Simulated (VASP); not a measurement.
# Al7GaP8 (P1) in VASP: single point with r2SCAN

Aim: the single point of Al7GaP8 with r2SCAN.

All numbers are computed with VASP 6.6.1; they aren't measurements. Logs are shortened: lines on timing, memory, paths and dates and some standing lists are left out, and cuts for length are marked.

### 1 The cell of the first run

The typed cell holds 16 atoms: a = 6.706 Å, b = 6.706 Å, c = 7.744 Å, α = 90.00°, β = 106.78°, γ = 99.60°.

### 2 Single point, r2SCAN

The input, POSCAR:

```
Al7GaP8
1.0
   -2.7376468300     -5.4755537677     -2.7377198012
   -5.4753253945      2.7377388366      2.7378276303
    0.0000448389      5.4757110037     -5.4757989134
Ga Al P
1 7 8
Direct
    0.4999792581      0.2500134883      0.8750146025
    0.4999105385      0.2497761324      0.3749725502
    0.0002773450      0.0000359816      0.5001189207
    0.0001410412      0.0002656980     -0.0000254242
    0.4997047551      0.7499342723      0.6251194330
    0.0001537983      0.4998970922      0.7502401493
    0.4999127795      0.7501936345      0.1247814886
   -0.0000804440      0.4998846204      0.2497751673
    0.6251100092      0.4374659153      0.6563411308
    0.1251363765      0.1875402253      0.7812776609
    0.6249798338      0.4376065079      0.1561954060
    0.1249944356      0.1874834383      0.2812452981
    0.6250605198      0.9376840256      0.9061473807
    0.6251395898      0.9372998620      0.4064028262
    0.1246597601      0.6873062309      0.5311724999
    0.1249204036      0.6876128751      0.0312209101
```

The input, INCAR.step1:

```
SYSTEM = Al7GaP8
ALGO = Normal ; EDIFF = 1E-5
ENCUT = 550 ; GGA = PE
GGA_COMPAT = .FALSE. ; ISMEAR = 0
LASPH = .TRUE. ; LCHARG = .FALSE.
LREAL = .FALSE. ; LWAVE = .TRUE.
NBANDS = 51 ; NELM = 120
PREC = Accurate ; SIGMA = 0.02
```

The input, INCAR.step2:

```
SYSTEM = Al7GaP8
ALGO = Normal ; EDIFF = 1E-6
ENCUT = 550 ; GGA_COMPAT = .FALSE.
ISIF = 2 ; ISMEAR = 0
ISTART = 1 ; LASPH = .TRUE.
LCHARG = .FALSE. ; LMIXTAU = .TRUE.
LREAL = .FALSE. ; LWAVE = .FALSE.
METAGGA = R2SCAN ; NBANDS = 51
NELM = 120 ; PREC = Accurate
SIGMA = 0.02
```

The input, KPOINTS:

```
k-points
0
G
  4 4 4
  0 0 0
```

Potentials or basis: VASP PAW PBE potentials, release 64 (Ga_d, Al, P).

Started as:

```sh
cat potpaw_PBE.64/Ga_d/POTCAR potpaw_PBE.64/Al/POTCAR potpaw_PBE.64/P/POTCAR > POTCAR
cp INCAR.step1 INCAR
mpirun -np 1 vasp_std > vasp.out
cp INCAR.step2 INCAR
mpirun -np 1 vasp_std > vasp.out
```

OUTCAR:

```text
SYSTEM = Al7GaP8
   EDIFF = 1E-6
   ENCUT = 550
   ISIF = 2
   ISMEAR = 0
   ISTART = 1
   LASPH = .TRUE.
   LREAL = .FALSE.
   METAGGA = R2SCAN
   NELM = 120
   PREC = Accurate

 ion  position               nearest neighbor table
   1  0.500  0.250  0.875-  10 2.37  13 2.37   9 2.37  11 2.37
   2  0.500  0.250  0.375-  12 2.37  14 2.37   9 2.37  11 2.37
   3  0.000  0.000  0.500-  10 2.37  15 2.37  12 2.37  14 2.37
   4  0.000  0.000  1.000-  10 2.37  12 2.37  16 2.37  13 2.37
   5  0.500  0.750  0.625-  13 2.37  15 2.37  14 2.37   9 2.37
   6  0.000  0.500  0.750-  16 2.37  10 2.37  15 2.37   9 2.37
[... 8 lines left out ...]
  15  0.125  0.687  0.531-   3 2.37   6 2.37   5 2.37   8 2.37
  16  0.125  0.688  0.031-   6 2.37   8 2.37   7 2.37   4 2.37

  LATTYP: Found a triclinic cell.
 ALAT       =     8.6577337890
 B/A-ratio  =     0.8944473364
 C/A-ratio  =     0.7745647162
 COS(alpha) =     0.0000187251
 COS(beta)  =     0.1291369944
 COS(gamma) =     0.6708426099

  Lattice vectors:

 A1 = (  -2.7376019911,   0.0001572360,  -8.2135187146)
 A2 = (   0.0000448389,   5.4757110037,  -5.4757989134)
 A3 = (   5.4753253945,  -2.7377388366,  -2.7378276303)

Analysis of symmetry for initial positions (statically):
=====================================================================
 Subroutine PRICEL returns:
 Original cell was already a primitive cell.

 Routine SETGRP: Setting up the symmetry group for a
 triclinic supercell.

 Subroutine GETGRP returns: Found  1 space group operations
 (whereof  1 operations were pure point group operations)
 out of a pool of  2 trial point group operations.

The static configuration has the point symmetry C_1 .

Analysis of symmetry for dynamics (positions and initial velocities):
=====================================================================
 Subroutine PRICEL returns:
 Original cell was already a primitive cell.

 Routine SETGRP: Setting up the symmetry group for a
 triclinic supercell.

 Subroutine GETGRP returns: Found  1 space group operations
 (whereof  1 operations were pure point group operations)
 out of a pool of  2 trial point group operations.

The dynamic configuration has the point symmetry C_1 .

 Subroutine INISYM returns: Found  1 space group operations
 (whereof  1 operations are pure point group operations),
 and found     1 'primitive' translations

----------------------------------------------------------------------------------------

                                     Primitive cell
[... 126 lines left out ...]
   ISYM   =      2    0-nonsym 1-usesym 2-fastsym
   POTIM  = 0.5000    time-step for ionic-motion
   TEBEG  =    0.0;   TEEND  =   0.0 temperature during run
   PSTRESS=    0.0 pullay stress
   NELECT =      74.0000    total number of electrons
   NUPDOWN=      -1.0000    fix difference up-down
   EMIN   =  10.00;   EMAX   =-10.00  energy-range for DOS
   EFERMI =   0.00;   METHOD = LEGACY
   ISMEAR =     0;   SIGMA  =   0.02  broadening in eV -4-tet -1-fermi 0-gaus
   EFERMI_NEDOS =   21; number of points for ismear=-14 and -15
   IALGO  =     38    algorithm
   IMIX   =      4    mixing-type and parameters
     AMIX     =   0.40;   BMIX     =  1.00
     AMIX_MAG =   1.60;   BMIX_MAG =  1.00
  volume/ion in A,a.u.               =      20.52       138.48
  Fermi-wavevector in a.u.,A,eV,Ry     =   0.996282  1.882699 13.504833  0.992577
  Thomas-Fermi vector in A             =   2.128359
   LORBIT       =      0    0 simple, 1 ext, 2 COOP (PROOUT), +10 PAW based schemes
   METAGGA = R2SCAN    functional components
   LHFCALC =     F    Hartree Fock is set to
   AEXX    =    0.0000 exact exchange contribution
   IVDW    =     0    specifies the selected vdW correction
   LEPSILON=     F    determine dielectric tensor
   LRPA    =     F    only Hartree local field effects (RPA)
 non-spin polarized calculation
 Gauss-broadening in eV      SIGMA  =   0.02
  energy-cutoff  :      550.00
  volume of cell :      328.33
 maximum number of plane-waves:      9640
 NGX is ok and might be reduce to    54
   NGX = 25   NGY = 25   NGZ = 29

 number of electron      73.9999996 magnetization

 Free energy of the ion-electron system (eV)
  ---------------------------------------------------
  ext. energy  EPLUGINS =         0.00000000
  ---------------------------------------------------
  free energy    TOTEN  =      -141.91341045 eV

  energy without entropy =     -141.91341045  energy(sigma->0) =     -141.91341045

 E-fermi :   4.4202     XC(G=0):  -9.7078

 val. band max:        4.3282949367   @ k =   0.0000   0.0000   0.0000
 cond. band min:       6.2544589265   @ k =   0.5000   0.0000   0.0000
 fundamental gap:      1.9261639897
 Fermi energy:         4.4202167507

 k-point     1 :       0.0000    0.0000    0.0000
  band No.  band energies     occupation
      1     -10.2503      2.00000
      2     -10.2494      2.00000
      3     -10.2488      2.00000
      4     -10.1429      2.00000
      5     -10.1426      2.00000
      6      -7.7421      2.00000
[... 1237 lines left out ...]
     48       9.3609      0.00000
     49       9.3915      0.00000

 [... further k-points ...]

 [bands above 49 left out]

------------------------ aborting loop because EDIFF is reached ----------------------------------------

  FORCE on cell =-STRESS in cart. coord.  units (eV):
  Direction    XX          YY          ZZ          XY          YZ          ZX
  --------------------------------------------------------------------------------------
  -------------------------------------------------------------------------------------
  Total       -0.5568079     -0.5485527     -0.5581145     -0.0020332     -0.0015339     -0.0024204
  in kB       -2.7171038     -2.6768201     -2.7234793     -0.0099217     -0.0074850     -0.0118112
  external PRESSURE =      -2.7058011 kB  Pullay stress =       0.0000000 kB

 VOLUME and BASIS-vectors are now :
 -----------------------------------------------------------------------------
  energy-cutoff  :      550.00
  volume of cell :      328.33
      direct lattice vectors                 reciprocal lattice vectors
    -2.737646830 -5.475553768 -2.737719801    -0.091319451 -0.091315790 -0.091315071
    -5.475325395  2.737738837  2.737827630    -0.136978273  0.045658191  0.045656336
     0.000044839  5.475711004 -5.475798913    -0.022830611  0.068483395 -0.114139645

 POSITION                                       TOTAL-FORCE (eV/Angst)
 -----------------------------------------------------------------------------------
     -2.73763      2.73814     -5.47571         0.005086     -0.001536     -0.007279
     -2.73617     -0.00022     -2.73805         0.000339      0.000895      0.001417
     -0.00093      2.73709     -2.73921        -0.000260      0.000672      0.000701
     -0.00180      5.47553     -5.47532        -0.000892      0.000593      0.001245
     -5.47412      2.73994     -2.73789        -0.000513      0.000826      0.000107
     -2.73749      5.47584     -2.73995         0.000530      0.000824      0.000316
[... 8 lines left out ...]
     -4.10448      4.10763     -1.36815         0.000117      0.000034      0.000434
     -4.10689      1.36945      1.36961        -0.000281     -0.000143      0.000284
 -----------------------------------------------------------------------------------
    total drift:                                0.014636      0.007700      0.001666

  FREE ENERGIE OF THE ION-ELECTRON SYSTEM (eV)
  ---------------------------------------------------
  free  energy   TOTEN  =      -141.9134104451 eV

  energy  without entropy=     -141.9134104451  energy(sigma->0) =     -141.91341045
```

OUTCAR.step1:

```text
SYSTEM = Al7GaP8
   EDIFF = 1E-5
   ENCUT = 550
   GGA = PE
   ISMEAR = 0
   LASPH = .TRUE.
   LREAL = .FALSE.
   NELM = 120
[... 1522 lines left out ...]
     -2.73749      5.47584     -2.73995         0.001492      0.000617      0.005171
[... 8 lines left out ...]
     -4.10448      4.10763     -1.36815         0.000374     -0.000289      0.000545
     -4.10689      1.36945      1.36961        -0.000221      0.000203     -0.000527
 -----------------------------------------------------------------------------------
    total drift:                                0.000367     -0.000158     -0.000230

  FREE ENERGIE OF THE ION-ELECTRON SYSTEM (eV)
  ---------------------------------------------------
  free  energy   TOTEN  =       -81.7260241326 eV

  energy  without entropy=      -81.7260241326  energy(sigma->0) =      -81.72602413
```

It took 62 min on 1 thread of Intel Xeon Platinum 8259CL at 2.50GHz (Skylake/Cascade Lake), shared host; peak memory 0.8 GiB.

Results:

* Free energy: -141.9134 eV
* Pressure: -0.3 GPa
* Largest force: 0.023 eV/Å
* Band gap on the k mesh: 1.93 eV (least direct gap 2.36 eV)

Forces on the atoms (eV/Å):
```
Ga   0.005 -0.002 -0.007
Al   0.000  0.001  0.001
Al   0.000  0.001  0.001
Al  -0.001  0.001  0.001
Al  -0.001  0.001  0.000
Al   0.001  0.001  0.000
Al   0.000  0.000  0.001
Al   0.001  0.000  0.002
P   -0.012 -0.013  0.013
P    0.011  0.012  0.013
P   -0.014  0.013 -0.012
P   -0.002  0.000 -0.001
P    0.011 -0.013 -0.012
P    0.000 -0.001 -0.001
P    0.000  0.000  0.000
P    0.000  0.000  0.000
```

Levels at points of the mesh, in eV from the valence-band top:
```
           k point  band 34  band 35  band 36  band 37  band 38  band 39  band 40  band 41
(0.00, 0.00, 0.00)    -0.83     0.00     0.00     0.00     2.91     3.13     3.22     3.69
(0.50, 0.00, 0.00)    -0.52    -0.52    -0.44    -0.44     1.93     2.62     3.11     3.57
(0.00, 0.50, 0.00)    -0.85    -0.84    -0.81    -0.76     1.93     2.57     3.04     3.13
(0.50, 0.50, 0.00)    -0.83    -0.83    -0.52    -0.47     1.93     2.55     3.00     3.09
(0.00, 0.00, 0.50)    -1.02    -0.94    -0.40    -0.31     3.55     3.65     4.16     4.34
(0.50, 0.00, 0.50)    -1.19    -1.16    -0.88    -0.81     3.00     3.03     3.69     3.80
(0.00, 0.50, 0.50)    -0.73    -0.68    -0.64    -0.59     3.48     3.58     3.76     3.95
(0.50, 0.50, 0.50)    -1.41    -1.36    -1.20    -1.16     2.98     3.10     3.40     3.55
```

Caveat: the PAW data sets were made with another functional, which shifts forces and pressure a little. A k mesh can miss the band edges.
